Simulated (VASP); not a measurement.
# Be2Cl3 (P-3m1) in VASP: a series of runs

Be2Cl3 is run at these levels: PBE; tasks: single point.

Program: VASP 6.6.1. These are calculated values, not measurements. Logs are shortened: lines on timing, memory, paths and dates and some standing lists are left out, and cuts for length are marked.

### 1 The cell of the first run

The structure is trigonal, space group P-3m1 (No. 164). Conventional cell: a = 3.341 Å, b = 3.341 Å, c = 9.098 Å, α = 90.00°, β = 90.00°, γ = 120.00°. Within 2.9 Å of Be (site symmetry 3m) lie 6 Cl at 2.22 to 2.48 Å. Cl (site symmetry -3m) has 6 Be at 2.48 Å and 6 Cl at 3.28 Å within 3.3 Å. Within 2.9 Å of Cl (site symmetry 3m) lie 3 Be at 2.22 Å.

### 2 Single point, PBE

INCAR reads:

```
  PREC = Accurate
  ENCUT = 520
  EDIFF = 1E-6
  ISMEAR = 0
  SIGMA = 0.1
  LREAL = F
  LASPH = T
  NELM = 80
  ALGO = Normal
  ISIF = 2
  LWAVE = F
  LCHARG = T
  GGA = PE
  LELF = T
  LVHAR = T
  NBANDS = 20
```

KPOINTS reads:

```
regular mesh
0
Gamma
  6 6 4
```

POSCAR reads:

```
Be2Cl3
1.0
    3.3407279378      0.0000000000      0.0000000000
   -1.6703639689      2.8931552613      0.0000000000
    0.0000000000      0.0000000000      9.0979647950
Be Cl
2 3
Direct
    0.3333333333      0.6666666667      0.1705060670
    0.6666666667      0.3333333333      0.8294939330
    0.0000000000      0.0000000000      0.0000000000
    0.3333333333      0.6666666667      0.7087659324
    0.6666666667      0.3333333333      0.2912340676
```

Potentials or basis: VASP PAW PBE potentials, release 64 (Be, Cl).

The run is started by

```console
> cat potpaw_PBE.64/Be/POTCAR potpaw_PBE.64/Cl/POTCAR > POTCAR
> mpirun -np 1 vasp_std > vasp.out
```

OUTCAR:

```text
PREC = Accurate
   ENCUT = 520
   EDIFF = 1E-6
   ISMEAR = 0
   LREAL = F
   LASPH = T
   NELM = 80
   ISIF = 2
   GGA = PE

 ion  position               nearest neighbor table
   1  0.333  0.667  0.171-   5 2.22   5 2.22   5 2.22   3 2.48   3 2.48   3 2.48
   2  0.667  0.333  0.829-   4 2.22   4 2.22   4 2.22   3 2.48   3 2.48   3 2.48
   3  0.000  0.000  0.000-   1 2.48   2 2.48   2 2.48   1 2.48   2 2.48   1 2.48
   4  0.333  0.667  0.709-   2 2.22   2 2.22   2 2.22
   5  0.667  0.333  0.291-   1 2.22   1 2.22   1 2.22

  LATTYP: Found a hexagonal cell.
 ALAT       =     3.3407279378
 C/A-ratio  =     2.7233480141

  Lattice vectors:

 A1 = (   3.3407279378,   0.0000000000,   0.0000000000)
 A2 = (  -1.6703639689,   2.8931552613,   0.0000000000)
 A3 = (   0.0000000000,   0.0000000000,   9.0979647950)

Analysis of symmetry for initial positions (statically):
=====================================================================
 Subroutine PRICEL returns:
 Original cell was already a primitive cell.

 Routine SETGRP: Setting up the symmetry group for a
 hexagonal supercell.

 Subroutine GETGRP returns: Found 12 space group operations
 (whereof 12 operations were pure point group operations)
 out of a pool of 24 trial point group operations.

The static configuration has the point symmetry D_3d.

Analysis of symmetry for dynamics (positions and initial velocities):
=====================================================================
 Subroutine PRICEL returns:
 Original cell was already a primitive cell.

 Routine SETGRP: Setting up the symmetry group for a
 hexagonal supercell.

 Subroutine GETGRP returns: Found 12 space group operations
 (whereof 12 operations were pure point group operations)
 out of a pool of 24 trial point group operations.

The dynamic configuration has the point symmetry D_3d.

 Subroutine INISYM returns: Found 12 space group operations
 (whereof 12 operations are pure point group operations),
 and found     1 'primitive' translations

----------------------------------------------------------------------------------------

                                     Primitive cell

  volume of cell :      87.9341

  direct lattice vectors                    reciprocal lattice vectors
     3.340727938  0.000000000  0.000000000     0.299335959  0.172821696  0.000000000
    -1.670363969  2.893155261  0.000000000     0.000000000  0.345643393  0.000000000
     0.000000000  0.000000000  9.097964795     0.000000000  0.000000000  0.109914692

  length of vectors
     3.340727938  3.340727938  9.097964795     0.345643393  0.345643393  0.109914692

  position of ions in fractional coordinates (direct lattice)
     0.333333333  0.666666667  0.170506067
     0.666666667  0.333333333  0.829493933
     0.000000000  0.000000000  0.000000000
     0.333333333  0.666666667  0.708765932
     0.666666667  0.333333333  0.291234068

  ion indices of the primitive-cell ions
   primitive index   ion index
                 1           1
                 2           2
                 3           3
                 4           4
                 5           5

----------------------------------------------------------------------------------------

 KPOINTS: regular mesh

Automatic generation of k-mesh.
 Grid dimensions read from file:
 generate k-points for:    6    6    4

 Generating k-lattice:

  Cartesian coordinates                     Fractional coordinates (reciprocal lattice)
     0.049889326  0.028803616  0.000000000     0.166666667  0.000000000  0.000000000
     0.000000000  0.057607232  0.000000000     0.000000000  0.166666667  0.000000000
     0.000000000  0.000000000  0.027478673     0.000000000  0.000000000  0.250000000

  Length of vectors
     0.057607232  0.057607232  0.027478673

  Shift w.r.t. Gamma in fractional coordinates (k-lattice)
     0.000000000  0.000000000  0.000000000

 Subroutine IBZKPT returns following result:
 ===========================================

 Found     24 irreducible k-points:

 Following reciprocal coordinates:
            Coordinates               Weight
  0.000000  0.000000  0.000000      1.000000
  0.166667 -0.000000  0.000000      6.000000
  0.333333 -0.000000  0.000000      6.000000
  0.500000  0.000000  0.000000      3.000000
  0.166667  0.166667  0.000000      6.000000
  0.333333  0.166667  0.000000     12.000000
[... 16 lines left out ...]
  0.333333  0.166667  0.500000     12.000000
  0.333333  0.333333  0.500000      2.000000
   k-points           NKPTS =     24   k-points in BZ     NKDIM =     24   number of bands    NBANDS=     20
   number of dos      NEDOS =    301   number of ions     NIONS =      5
   total plane-waves  NPLWV =  54880
   dimension x,y,z NGX =    28 NGY =   28 NGZ =   70
   dimension x,y,z NGXF=    56 NGYF=   56 NGZF=  140
   ions per type =               2   3
   NGX,Y,Z   is equivalent  to a cutoff of  13.93, 13.93, 12.79 a.u.
   NGXF,Y,Z  is equivalent  to a cutoff of  27.87, 27.87, 25.58 a.u.
 SYSTEM =  unknown system
   PREC   = accura    normal or accurate (medium, high low for compatibility)
   ISTART =      0    job   : 0-new  1-cont  2-samecut
   ICHARG =      2    charge: 1-file 2-atom 10-const
   ISPIN  =      1    spin polarized calculation?
   LNONCOLLINEAR =      F non collinear calculations
   LSORBIT =      F    spin-orbit coupling
   LASPH  =      T    aspherical Exc in radial PAW
   ENCUT  =  520.0 eV  38.22 Ry    6.18 a.u.   6.21  6.21 16.92*2*pi/ulx,y,z
   NELM   =     80;   NELMIN=  2; NELMDL= -5     # of ELM steps
   EDIFF  = 0.1E-05   stopping-criterion for ELM
   LREAL  =      F    real-space projection
   EDIFFG = 0.1E-04   stopping-criterion for IOM
   NSW    =      0    number of steps for IOM
   IBRION =     -1    ionic relax: 0-MD 1-quasi-New 2-CG
   NFREE  =      0    steps in history (QN), initial steepest desc. (CG)
   ISIF   =      2    stress and relaxation
   ISYM   =      2    0-nonsym 1-usesym 2-fastsym
   POTIM  = 0.5000    time-step for ionic-motion
   TEBEG  =    0.0;   TEEND  =   0.0 temperature during run
   PSTRESS=    0.0 pullay stress
   NELECT =      25.0000    total number of electrons
   NUPDOWN=      -1.0000    fix difference up-down
   EMIN   =  10.00;   EMAX   =-10.00  energy-range for DOS
   EFERMI =   0.00;   METHOD = LEGACY
   ISMEAR =     0;   SIGMA  =   0.10  broadening in eV -4-tet -1-fermi 0-gaus
   EFERMI_NEDOS =   21; number of points for ismear=-14 and -15
   IALGO  =     38    algorithm
   IMIX   =      4    mixing-type and parameters
     AMIX     =   0.40;   BMIX     =  1.00
     AMIX_MAG =   1.60;   BMIX_MAG =  1.00
  volume/ion in A,a.u.               =      17.59       118.68
  Fermi-wavevector in a.u.,A,eV,Ry     =   1.076471  2.034236 15.766302  1.158791
  Thomas-Fermi vector in A             =   2.212357
   LORBIT       =      0    0 simple, 1 ext, 2 COOP (PROOUT), +10 PAW based schemes
   GGA     = PE    functional components
   LHFCALC =     F    Hartree Fock is set to
   AEXX    =    0.0000 exact exchange contribution
   IVDW    =     0    specifies the selected vdW correction
   LEPSILON=     F    determine dielectric tensor
   LRPA    =     F    only Hartree local field effects (RPA)
 non-spin polarized calculation
 Gauss-broadening in eV      SIGMA  =   0.10
  energy-cutoff  :      520.00
  volume of cell :       87.93
 maximum number of plane-waves:      2398
 NGX is ok and might be reduce to    28
   NGX = 13   NGY = 13   NGZ = 33

 number of electron      24.9999999 magnetization

 Free energy of the ion-electron system (eV)
  ---------------------------------------------------
  ext. energy  EPLUGINS =         0.00000000
  ---------------------------------------------------
  free energy    TOTEN  =       -15.58358344 eV

  energy without entropy =      -15.57057812  energy(sigma->0) =      -15.57708078

 E-fermi :   6.6709     XC(G=0):  -8.9803

 val. band max:        6.6462363085   @ k =  -0.1667   0.5000   0.2500
 cond. band min:       6.6756201676   @ k =   0.3333   0.1667   0.5000
 fundamental gap:      0.0293838591
 Fermi energy:         6.6708589341

 k-point     1 :       0.0000    0.0000    0.0000
  band No.  band energies     occupation
      1     -13.5797      2.00000
      2     -13.2063      2.00000
      3     -12.3786      2.00000
      4      -3.0283      2.00000
      5      -1.4495      2.00000
      6       0.5625      2.00000
[... 12 lines left out ...]
     19       9.8736      0.00000
     20      10.6817      0.00000

 k-point     2 :       0.1667   -0.0000    0.0000
  band No.  band energies     occupation
      1     -13.3559      2.00000
      2     -13.0175      2.00000
      3     -12.2263      2.00000
      4      -2.8335      2.00000
      5      -1.4515      2.00000
      6      -0.6822      2.00000
[... 12 lines left out ...]
     19      10.3903      0.00000
     20      10.7332      0.00000

 k-point     3 :       0.3333   -0.0000    0.0000
  band No.  band energies     occupation
      1     -12.8130      2.00000
      2     -12.5950      2.00000
      3     -11.9285      2.00000
      4      -3.0234      2.00000
      5      -2.4742      2.00000
      6      -2.2564      2.00000
[... 12 lines left out ...]
     19      10.4942      0.00000
     20      11.1821      0.00000

 k-point     4 :       0.5000    0.0000    0.0000
  band No.  band energies     occupation
      1     -12.4342      2.00000
      2     -12.3721      2.00000
      3     -11.8134      2.00000
      4      -3.6411      2.00000
      5      -3.1436      2.00000
      6      -2.9121      2.00000
[... 429 lines left out ...]
 k-point    23 :       0.3333    0.1667    0.5000
  band No.  band energies     occupation
      1     -12.4517      2.00000
      2     -12.3704      2.00000
      3     -11.8100      2.00000
      4      -3.2934      2.00000
      5      -2.7949      2.00000
      6      -2.5854      2.00000
[... 12 lines left out ...]
     19      10.9255      0.00000
     20      11.3132      0.00000

 k-point    24 :       0.3333    0.3333    0.5000
  band No.  band energies     occupation
      1     -12.2398      2.00000
      2     -12.2398      2.00000
      3     -11.7844      2.00000
      4      -2.8146      2.00000
      5      -2.8107      2.00000
      6      -2.8107      2.00000
[... 12 lines left out ...]
     19      11.4815      0.00000
     20      11.4815      0.00000

------------------------ aborting loop because EDIFF is reached ----------------------------------------

  FORCE on cell =-STRESS in cart. coord.  units (eV):
  Direction    XX          YY          ZZ          XY          YZ          ZX
  --------------------------------------------------------------------------------------
  -------------------------------------------------------------------------------------
  Total        0.0166296      0.0166296      0.0958117      0.0000000      0.0000000      0.0000000
  in kB        0.3029950      0.3029950      1.7457095      0.0000000      0.0000000      0.0000000
  external PRESSURE =       0.7838998 kB  Pullay stress =       0.0000000 kB

 VOLUME and BASIS-vectors are now :
 -----------------------------------------------------------------------------
  energy-cutoff  :      520.00
  volume of cell :       87.93
      direct lattice vectors                 reciprocal lattice vectors
     3.340727938  0.000000000  0.000000000     0.299335959  0.172821696  0.000000000
    -1.670363969  2.893155261  0.000000000     0.000000000  0.345643393  0.000000000
     0.000000000  0.000000000  9.097964795     0.000000000  0.000000000  0.109914692

 POSITION                                       TOTAL-FORCE (eV/Angst)
 -----------------------------------------------------------------------------------
     -0.00000      1.92877      1.55126         0.000000     -0.000000     -0.000356
      1.67036      0.96439      7.54671        -0.000000      0.000000      0.000356
      0.00000      0.00000      0.00000         0.000000      0.000000      0.000000
     -0.00000      1.92877      6.44833        -0.000000      0.000000     -0.014318
      1.67036      0.96439      2.64964         0.000000     -0.000000      0.014318
 -----------------------------------------------------------------------------------
    total drift:                               -0.000000     -0.000000      0.000000

  FREE ENERGIE OF THE ION-ELECTRON SYSTEM (eV)
  ---------------------------------------------------
  free  energy   TOTEN  =       -15.5835834387 eV

  energy  without entropy=      -15.5705781241  energy(sigma->0) =      -15.57708078
```

Wall time 24 s (1 thread of Intel Xeon 6975P-C (Granite Rapids), shared host); peak memory 0.22 GiB.

What came out:

```yaml
Free_energy: -15.5836 eV
Pressure: 0.1 GPa
Largest_force: 0.014 eV/Å
```

Forces on the atoms (eV/Å):
```
Be   0.000  0.000  0.000
Be   0.000  0.000  0.000
Cl   0.000  0.000  0.000
Cl   0.000  0.000 -0.014
Cl   0.000  0.000  0.014
```

Levels at points of the mesh, in eV from the Fermi level:
```tsv
k point	band 8	band 9	band 10	band 11	band 12	band 13	band 14	band 15	band 16	band 17
(0.00, 0.00, 0.00)	-6.10	-6.10	-5.83	-5.42	-5.42	-0.03	0.73	1.19	2.08	2.08
(0.50, 0.00, 0.00)	-7.38	-7.29	-7.07	-6.17	-5.84	-0.99	1.12	1.37	2.78	2.93
(0.00, 0.00, 0.50)	-6.11	-6.10	-6.10	-5.42	-5.42	0.45	0.83	0.96	2.07	2.07
(0.50, 0.00, 0.50)	-7.44	-7.41	-7.10	-6.01	-5.83	-0.88	0.95	1.13	2.83	2.85
```

Caveat: the k points lie up to 0.36 Å⁻¹ apart; this functional lacks dispersion, which binds the layers, so the pressure and a relaxed spacing across them are unreliable; an odd number of electrons without spin polarisation forces a metal; a magnetic or distorted state may lie lower.

### 3 Single point, PBE

This run uses another cell than the first one, of 18.16 Å³/atom, 1.033 times its volume.

INCAR reads:

```
SYSTEM = Be2Cl3
  PREC = Accurate
  ENCUT = 520
  EDIFF = 1E-7
  ISMEAR = 0
  SIGMA = 0.1
  LREAL = .False.
  LASPH = .True.
  NELM = 100
  ALGO = Normal
  ISIF = 2
  LWAVE = .False.
  LCHARG = .False.
  GGA = PE
  NBANDS = 20
```

KPOINTS reads:

```
regular mesh
0
Gamma
  6 6 4
  0 0 0
```

POSCAR reads:

```
Be2Cl3
1.0
    4.0693660703      0.0000000000      0.0000000000
   -2.0346830351      3.5241743942      0.0000000000
    0.0000000000      0.0000000000      6.3312725916
Be Cl
2 3
Direct
    0.3333333333      0.6666666667      0.2450000000
    0.6666666667      0.3333333333      0.7550000000
    0.0000000000      0.0000000000      0.0000000000
    0.3333333333      0.6666666667      0.6450000000
    0.6666666667      0.3333333333      0.3550000000
```

Potentials or basis: VASP PAW PBE potentials, release 64 (Be, Cl).

The run is started by

```console
> cat potpaw_PBE.64/Be/POTCAR potpaw_PBE.64/Cl/POTCAR > POTCAR
> mpirun -np 1 vasp_std > vasp.out
```

It took 19 s on 1 thread of Intel Xeon 6975P-C (Granite Rapids), shared host; peak memory 0.2 GiB.

Results (log left out):

* Free energy: -13.4352 eV
* Pressure: -3.2 GPa
* Largest force: 0.638 eV/Å

Forces on the atoms (eV/Å):
```
Be   0.000  0.000  0.244
Be   0.000  0.000 -0.244
Cl   0.000  0.000  0.000
Cl   0.000  0.000  0.638
Cl   0.000  0.000 -0.638
```

Stress tensor (GPa, compression positive):
```
-5.25  0.00  0.00
 0.00 -5.25  0.00
 0.00  0.00  0.77
```

Levels at points of the mesh, in eV from the Fermi level:
| k point | band 11 | band 12 | band 13 | band 14 | band 15 | band 16 |
| --- | --- | --- | --- | --- | --- | --- |
| (0.00, 0.00, 0.00) | -4.43 | -3.89 | -1.13 | 0.88 | 2.12 | 2.12 |
| (0.50, 0.00, 0.00) | -4.57 | -3.62 | -0.83 | 1.82 | 2.46 | 3.46 |
| (0.00, 0.00, 0.50) | -4.58 | -4.58 | 0.02 | 0.83 | 0.92 | 1.18 |
| (0.50, 0.00, 0.50) | -3.99 | -3.63 | -0.08 | 0.74 | 1.79 | 3.19 |

Caveat: an odd number of electrons without spin polarisation forces a metal; a magnetic or distorted state may lie lower.

### 4 Single point, PBE

This run uses another cell than the first one, of 18.21 Å³/atom, 1.036 times its volume.

INCAR reads:

```
SYSTEM = Be2Cl3
PREC     = Accurate       ! precision mode
ENCUT    = 520            ! plane-wave cutoff, eV
EDIFF    = 1E-6           ! SCF threshold, eV
ISMEAR   = 0              ! smearing method
SIGMA    = 0.1            ! smearing width, eV
LREAL    = .FALSE.        ! projectors in reciprocal space
LASPH    = .TRUE.         ! aspherical terms in the spheres
NELM     = 100            ! most SCF steps
ALGO     = Normal         ! electronic algorithm
ISIF     = 2              ! what is computed and relaxed
LWAVE    = .FALSE.        ! write WAVECAR
LCHARG   = .FALSE.        ! write CHGCAR
GGA      = PE             ! functional
NBANDS   = 20             ! bands
```

KPOINTS reads:

```
Automatic mesh
0
G
  12 12 4
  0 0 0
```

POSCAR reads:

```
Be2Cl3
1.0
    3.3504413763      0.0000000000      0.0000000000
   -1.6752206882      2.9015673458      0.0000000000
    0.0000000000      0.0000000000      9.3667990288
Be Cl
2 3
Direct
    0.3333333333      0.6666666667      0.1641080083
    0.6666666667      0.3333333333      0.8358919917
    0.0000000000      0.0000000000      0.0000000000
    0.3333333333      0.6666666667      0.7192916392
    0.6666666667      0.3333333333      0.2807083608
```

The run is started by

```console
> cat potpaw_PBE.64/Be/POTCAR potpaw_PBE.64/Cl/POTCAR > POTCAR
> mpirun -np 1 vasp_std > vasp.out
```

Run time: 69 s. Hardware: 1 thread of Intel Xeon 6975P-C (Granite Rapids), shared host; peak memory 0.26 GiB.

The run converged. Its results:

```
Free energy   : -15.5698 eV
Pressure      : 0.0 GPa
Largest force : 0.011 eV/Å
```

Forces on the atoms (eV/Å):
```
Be   0.000  0.000  0.003
Be   0.000  0.000 -0.003
Cl   0.000  0.000  0.000
Cl   0.000  0.000 -0.011
Cl   0.000  0.000  0.011
```

Levels at points of the mesh, in eV from the Fermi level:
| k point | band 8 | band 9 | band 10 | band 11 | band 12 | band 13 | band 14 | band 15 | band 16 | band 17 |
| --- | --- | --- | --- | --- | --- | --- | --- | --- | --- | --- |
| (0.00, 0.00, 0.00) | -6.33 | -6.33 | -6.06 | -5.69 | -5.69 | -0.24 | 0.45 | 0.94 | 1.81 | 1.81 |
| (0.50, 0.00, 0.00) | -7.58 | -7.50 | -7.29 | -6.33 | -6.07 | -1.19 | 0.91 | 1.14 | 2.64 | 2.70 |
| (0.00, 0.00, 0.50) | -6.33 | -6.32 | -6.32 | -5.69 | -5.69 | 0.19 | 0.55 | 0.69 | 1.80 | 1.80 |
| (0.50, 0.00, 0.50) | -7.62 | -7.57 | -7.31 | -6.23 | -6.07 | -1.12 | 0.78 | 0.96 | 2.65 | 2.67 |

Caveat: this functional lacks dispersion, which binds the layers, so the pressure and a relaxed spacing across them are unreliable; an odd number of electrons without spin polarisation forces a metal; a magnetic or distorted state may lie lower.

### 5 Overview

| cell | k mesh | gap on the mesh (eV) | pressure (GPa) | largest force (eV/Å) |
| --- | --- | --- | --- | --- |
| a = 3.341, b = 3.341, c = 9.098 Å, angles 90.0, 90.0, 120.0°, 5 atoms | 6 × 6 × 4 | none | 0.1 | 0.01 |
| a = 4.069, b = 4.069, c = 6.331 Å, angles 90.0, 90.0, 120.0°, 5 atoms | 6 × 6 × 4 | none | -3.2 | 0.64 |
| a = 3.350, b = 3.350, c = 9.367 Å, angles 90.0, 90.0, 120.0°, 5 atoms | 12 × 12 × 4 | none | 0.0 | 0.01 |

Alike in all rows: task single point; level PBE; potentials or basis VASP PAW PBE potentials, release 64 (Be, Cl); no spin polarisation; cutoff (eV) 520; smearing gaussian 0.1 eV.

Caveats: some runs use coarse meshes; an odd number of electrons without spin polarisation forces a metal; a magnetic or distorted state may lie lower; this functional lacks dispersion, which binds the layers, so the pressure and a relaxed spacing across them are unreliable (some runs).

Absolute energies hang on the potentials; compare differences alone.
